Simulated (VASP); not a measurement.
# Ti in VASP: notebook

Runs on Ti. Level: PBE. Tasks: single point.

All numbers are computed with VASP 6.6.1; they aren't measurements. Logs are shortened: lines on timing, memory, paths and dates and some standing lists are left out, and cuts for length are marked.

**1. The cell of the first run**

The typed cell holds 2 atoms: a = 2.921 Å, b = 2.921 Å, c = 4.088 Å, α = 90.00°, β = 90.00°, γ = 90.10°.

**2. Single point, PBE**

File INCAR:

```
PREC = Accurate
ENCUT = 520
EDIFF = 1E-6
ISMEAR = 0
SIGMA = 0.1
LREAL = False
LASPH = True
NELM = 60
ALGO = Fast
ISIF = 2
LWAVE = False
LCHARG = False
GGA = PE
NBANDS = 19
```

File KPOINTS:

```
Automatic mesh
0
Gamma
  6 6 4
```

File POSCAR:

```
Ti
1.0
    2.0636001901     -2.0672216317      0.0000000000
    2.0636001901      2.0672216317      0.0000000000
    0.0000000000      0.0000000000      4.0875799052
Ti
2
Direct
    0.2500000000      0.7500000000      0.2500167068
    0.7500000000      0.2500000000      0.7499832932
```

Potentials or basis: VASP PAW PBE potentials, release 64 (Ti_sv).

Run with:

```sh
cat potpaw_PBE.64/Ti_sv/POTCAR > POTCAR
mpirun -np 1 vasp_std > vasp.out
```

OUTCAR:

```text
PREC = Accurate
   ENCUT = 520
   EDIFF = 1E-6
   ISMEAR = 0
   LREAL = False
   LASPH = True
   NELM = 60
   ISIF = 2
   GGA = PE

 ion  position               nearest neighbor table
   1  0.250  0.750  0.250-   2 2.90   2 2.90   2 2.90   2 2.90   2 2.91   2 2.91   2 2.91   2 2.91

   2  0.750  0.250  0.750-   1 2.90   1 2.90   1 2.90   1 2.90   1 2.91   1 2.91   1 2.91   1 2.91

  LATTYP: Found a base centered orthorhombic cell.
 ALAT       =     4.1272003802
 B/A-ratio  =     1.0017549144
 C/A-ratio  =     0.9904001572

  Lattice vectors:

 A1 = (   2.0636001901,  -2.0672216317,   0.0000000000)
 A2 = (   2.0636001901,   2.0672216317,   0.0000000000)
 A3 = (   0.0000000000,   0.0000000000,   4.0875799052)

Analysis of symmetry for initial positions (statically):
=====================================================================
 Subroutine PRICEL returns:
 Original cell was already a primitive cell.

 Routine SETGRP: Setting up the symmetry group for a
 base centered orthorhombic supercell.

 Subroutine GETGRP returns: Found  8 space group operations
 (whereof  4 operations were pure point group operations)
 out of a pool of  8 trial point group operations.

The static configuration has the point symmetry C_2h.
 The point group associated with its full space group is D_2h.

Analysis of symmetry for dynamics (positions and initial velocities):
=====================================================================
 Subroutine PRICEL returns:
 Original cell was already a primitive cell.

 Routine SETGRP: Setting up the symmetry group for a
 base centered orthorhombic supercell.

 Subroutine GETGRP returns: Found  8 space group operations
 (whereof  4 operations were pure point group operations)
 out of a pool of  8 trial point group operations.

The dynamic configuration has the point symmetry C_2h.
 The point group associated with its full space group is D_2h.

 Subroutine INISYM returns: Found  8 space group operations
 (whereof  4 operations are pure point group operations),
 and found     1 'primitive' translations

----------------------------------------------------------------------------------------

                                     Primitive cell

  volume of cell :      34.8746

  direct lattice vectors                    reciprocal lattice vectors
     2.063600190 -2.067221632  0.000000000     0.242294996 -0.241870534  0.000000000
     2.063600190  2.067221632  0.000000000     0.242294996  0.241870534  0.000000000
     0.000000000  0.000000000  4.087579905     0.000000000  0.000000000  0.244643536

  length of vectors
     2.920933245  2.920933245  4.087579905     0.342356861  0.342356861  0.244643536

  position of ions in fractional coordinates (direct lattice)
     0.250000000  0.750000000  0.250016707
     0.750000000  0.250000000  0.749983293

  ion indices of the primitive-cell ions
   primitive index   ion index
                 1           1
                 2           2

----------------------------------------------------------------------------------------

 KPOINTS: Automatic mesh

Automatic generation of k-mesh.
 Grid dimensions read from file:
 generate k-points for:    6    6    4

 Generating k-lattice:

  Cartesian coordinates                     Fractional coordinates (reciprocal lattice)
     0.040382499 -0.040311756  0.000000000     0.166666667  0.000000000  0.000000000
     0.040382499  0.040311756  0.000000000     0.000000000  0.166666667  0.000000000
     0.000000000  0.000000000  0.061160884     0.000000000  0.000000000  0.250000000

  Length of vectors
     0.057059477  0.057059477  0.061160884

  Shift w.r.t. Gamma in fractional coordinates (k-lattice)
     0.000000000  0.000000000  0.000000000

 Subroutine IBZKPT returns following result:
 ===========================================

 Found     39 irreducible k-points:

 Following reciprocal coordinates:
            Coordinates               Weight
  0.000000  0.000000  0.000000      1.000000
  0.166667  0.000000  0.000000      4.000000
  0.333333  0.000000  0.000000      4.000000
  0.500000  0.000000  0.000000      2.000000
  0.166667  0.166667  0.000000      2.000000
  0.333333  0.166667  0.000000      4.000000
[... 16 lines left out ...]
  0.333333  0.333333  0.250000      4.000000
  0.500000  0.333333  0.250000      8.000000
 [... further k-points ...]
   k-points           NKPTS =     39   k-points in BZ     NKDIM =     39   number of bands    NBANDS=     19
   number of dos      NEDOS =    301   number of ions     NIONS =      2
   total plane-waves  NPLWV =  17280
   dimension x,y,z NGX =    24 NGY =   24 NGZ =   30
   dimension x,y,z NGXF=    48 NGYF=   48 NGZF=   60
   ions per type =               2
   NGX,Y,Z   is equivalent  to a cutoff of  13.66, 13.66, 12.20 a.u.
   NGXF,Y,Z  is equivalent  to a cutoff of  27.32, 27.32, 24.40 a.u.
 SYSTEM =  unknown system
   PREC   = accura    normal or accurate (medium, high low for compatibility)
   ISTART =      0    job   : 0-new  1-cont  2-samecut
   ICHARG =      2    charge: 1-file 2-atom 10-const
   ISPIN  =      1    spin polarized calculation?
   LNONCOLLINEAR =      F non collinear calculations
   LSORBIT =      F    spin-orbit coupling
   LASPH  =      T    aspherical Exc in radial PAW
   ENCUT  =  520.0 eV  38.22 Ry    6.18 a.u.   5.43  5.43  7.60*2*pi/ulx,y,z
   NELM   =     60;   NELMIN=  2; NELMDL= -5     # of ELM steps
   EDIFF  = 0.1E-05   stopping-criterion for ELM
   LREAL  =      F    real-space projection
   EDIFFG = 0.1E-04   stopping-criterion for IOM
   NSW    =      0    number of steps for IOM
   IBRION =     -1    ionic relax: 0-MD 1-quasi-New 2-CG
   NFREE  =      0    steps in history (QN), initial steepest desc. (CG)
   ISIF   =      2    stress and relaxation
   ISYM   =      2    0-nonsym 1-usesym 2-fastsym
   POTIM  = 0.5000    time-step for ionic-motion
   TEBEG  =    0.0;   TEEND  =   0.0 temperature during run
   PSTRESS=    0.0 pullay stress
   NELECT =      24.0000    total number of electrons
   NUPDOWN=      -1.0000    fix difference up-down
   EMIN   =  10.00;   EMAX   =-10.00  energy-range for DOS
   EFERMI =   0.00;   METHOD = LEGACY
   ISMEAR =     0;   SIGMA  =   0.10  broadening in eV -4-tet -1-fermi 0-gaus
   EFERMI_NEDOS =   21; number of points for ismear=-14 and -15
   IALGO  =     68    algorithm
   IMIX   =      4    mixing-type and parameters
     AMIX     =   0.40;   BMIX     =  1.00
     AMIX_MAG =   1.60;   BMIX_MAG =  1.00
  volume/ion in A,a.u.               =      17.44       117.67
  Fermi-wavevector in a.u.,A,eV,Ry     =   1.445359  2.731332 28.423409  2.089062
  Thomas-Fermi vector in A             =   2.563550
   LORBIT       =      0    0 simple, 1 ext, 2 COOP (PROOUT), +10 PAW based schemes
   GGA     = PE    functional components
   LHFCALC =     F    Hartree Fock is set to
   AEXX    =    0.0000 exact exchange contribution
   IVDW    =     0    specifies the selected vdW correction
   LEPSILON=     F    determine dielectric tensor
   LRPA    =     F    only Hartree local field effects (RPA)
 non-spin polarized calculation
 RMM-DIIS sequential band-by-band and
 Gauss-broadening in eV      SIGMA  =   0.10
  energy-cutoff  :      520.00
  volume of cell :       34.87
 maximum number of plane-waves:       954
 NGX is ok and might be reduce to    24
   NGX = 11   NGY = 11   NGZ = 15

 number of electron      24.0000009 magnetization

 Free energy of the ion-electron system (eV)
  ---------------------------------------------------
  ext. energy  EPLUGINS =         0.00000000
  ---------------------------------------------------
  free energy    TOTEN  =       -15.57429124 eV

  energy without entropy =      -15.55174822  energy(sigma->0) =      -15.56301973

 E-fermi :   8.1601     XC(G=0): -11.4839

 val. band max:        8.1276606423   @ k =   0.3333   0.0000   0.5000
 cond. band min:       8.1631255180   @ k =   0.1667   0.1667   0.2500
 fundamental gap:      0.0354648757
 Fermi energy:         8.1601441212

 k-point     1 :       0.0000    0.0000    0.0000
  band No.  band energies     occupation
      1     -48.5688      2.00000
      2     -48.4071      2.00000
      3     -25.0389      2.00000
      4     -24.6742      2.00000
      5     -24.6725      2.00000
      6     -24.4352      2.00000
[... 11 lines left out ...]
     18      11.6953      0.00000
     19      11.9849      0.00000

 k-point     2 :       0.1667    0.0000    0.0000
  band No.  band energies     occupation
      1     -48.5486      2.00000
      2     -48.4083      2.00000
      3     -24.9897      2.00000
      4     -24.7441      2.00000
      5     -24.6501      2.00000
      6     -24.5391      2.00000
[... 11 lines left out ...]
     18      11.1732      0.00000
     19      11.7924      0.00000

 k-point     3 :       0.3333    0.0000    0.0000
  band No.  band energies     occupation
      1     -48.4999      2.00000
      2     -48.4186      2.00000
      3     -24.8720      2.00000
      4     -24.8607      2.00000
      5     -24.7553      2.00000
      6     -24.5919      2.00000
[... 11 lines left out ...]
     18      11.2592      0.00000
     19      11.3741      0.00000

 k-point     4 :       0.5000    0.0000    0.0000
  band No.  band energies     occupation
      1     -48.4496      2.00000
      2     -48.4496      2.00000
      3     -24.8983      2.00000
      4     -24.8983      2.00000
      5     -24.6982      2.00000
      6     -24.6982      2.00000
[... 11 lines left out ...]
     18      10.5112      0.00000
     19      12.7311      0.00000

 k-point     5 :       0.1667    0.1667    0.0000
  band No.  band energies     occupation
      1     -48.5297      2.00000
      2     -48.4081      2.00000
      3     -24.9452      2.00000
      4     -24.7679      2.00000
      5     -24.6762      2.00000
      6     -24.5978      2.00000
[... 11 lines left out ...]
     18      10.9130      0.00000
     19      11.9862      0.00000
[... 334 lines left out ...]
      2     -48.4246      2.00000
      3     -24.9640      2.00000
      4     -24.8747      2.00000
      5     -24.7366      2.00000
      6     -24.5857      2.00000
[... 11 lines left out ...]
     18      11.5047      0.00000
     19      11.5427      0.00000

 k-point    22 :      -0.1667    0.1667    0.2500
  band No.  band energies     occupation
      1     -48.5120      2.00000
      2     -48.4257      2.00000
      3     -24.9349      2.00000
      4     -24.7287      2.00000
      5     -24.7062      2.00000
      6     -24.6112      2.00000
[... 11 lines left out ...]
     18      11.1064      0.00000
     19      11.3269      0.00000

 k-point    23 :       0.3333    0.3333    0.2500
  band No.  band energies     occupation
      1     -48.4449      2.00000
      2     -48.4164      2.00000
      3     -24.9179      2.00000
      4     -24.9043      2.00000
      5     -24.8403      2.00000
      6     -24.6539      2.00000
[... 11 lines left out ...]
     18      11.4678      0.00000
     19      12.3204      0.00000

 k-point    24 :       0.5000    0.3333    0.2500
  band No.  band energies     occupation
      1     -48.4214      2.00000
      2     -48.4208      2.00000
      3     -24.9688      2.00000
      4     -24.9686      2.00000
      5     -24.7269      2.00000
      6     -24.7265      2.00000
[... 11 lines left out ...]
     18      11.7624      0.00000
     19      13.6317      0.00000

 [... further k-points ...]
[... 5 lines left out ...]
  --------------------------------------------------------------------------------------
  -------------------------------------------------------------------------------------
  Total       -0.0495702     -0.0694547     -0.0061893      0.0000000      0.0000000      0.0000000
  in kB       -2.2773125     -3.1908275     -0.2843428      0.0000000      0.0000000      0.0000000
  external PRESSURE =      -1.9174942 kB  Pullay stress =       0.0000000 kB

 VOLUME and BASIS-vectors are now :
 -----------------------------------------------------------------------------
  energy-cutoff  :      520.00
  volume of cell :       34.87
      direct lattice vectors                 reciprocal lattice vectors
     2.063600190 -2.067221632  0.000000000     0.242294996 -0.241870534  0.000000000
     2.063600190  2.067221632  0.000000000     0.242294996  0.241870534  0.000000000
     0.000000000  0.000000000  4.087579905     0.000000000  0.000000000  0.244643536

 POSITION                                       TOTAL-FORCE (eV/Angst)
 -----------------------------------------------------------------------------------
      2.06360      1.03361      1.02196         0.000000     -0.000000     -0.000621
      2.06360     -1.03361      3.06562        -0.000000      0.000000      0.000621
 -----------------------------------------------------------------------------------
    total drift:                                0.000000      0.000000      0.000000

  FREE ENERGIE OF THE ION-ELECTRON SYSTEM (eV)
  ---------------------------------------------------
  free  energy   TOTEN  =       -15.5742912407 eV

  energy  without entropy=      -15.5517482244  energy(sigma->0) =      -15.56301973
```

Run time: 43 s. Hardware: 1 thread of AMD EPYC 9R14 (Zen 4), shared host; peak memory 0.12 GiB.

Results:

```yaml
Free_energy: -15.5743 eV
Pressure: -0.2 GPa
Band_gap_on_the_k_mesh: zero (band 12 reaches 9.00 eV, above the bottom of band 13 at 7.78 eV)
```

Levels at points of the mesh, in eV from the Fermi level:
```csv
k point,band 10,band 11,band 12,band 13,band 14,band 15
"(0.00, 0.00, 0.00)",-2.54,-1.71,0.84,0.85,0.92,2.44
"(0.50, 0.00, 0.00)",-2.13,-0.29,-0.29,0.00,0.00,1.67
"(0.50, 0.50, 0.00)",-2.55,-1.68,-1.68,2.75,2.79,3.55
"(0.00, 0.00, 0.50)",-3.75,-0.55,-0.55,1.23,1.24,1.98
"(0.50, 0.00, 0.50)",-2.57,0.64,0.64,0.71,0.71,0.81
"(0.50, 0.50, 0.50)",-1.48,-0.39,-0.39,-0.38,-0.38,2.14
```

Caveat: the k points lie up to 0.38 Å⁻¹ apart.

(Part 1 of 2 ends here.)
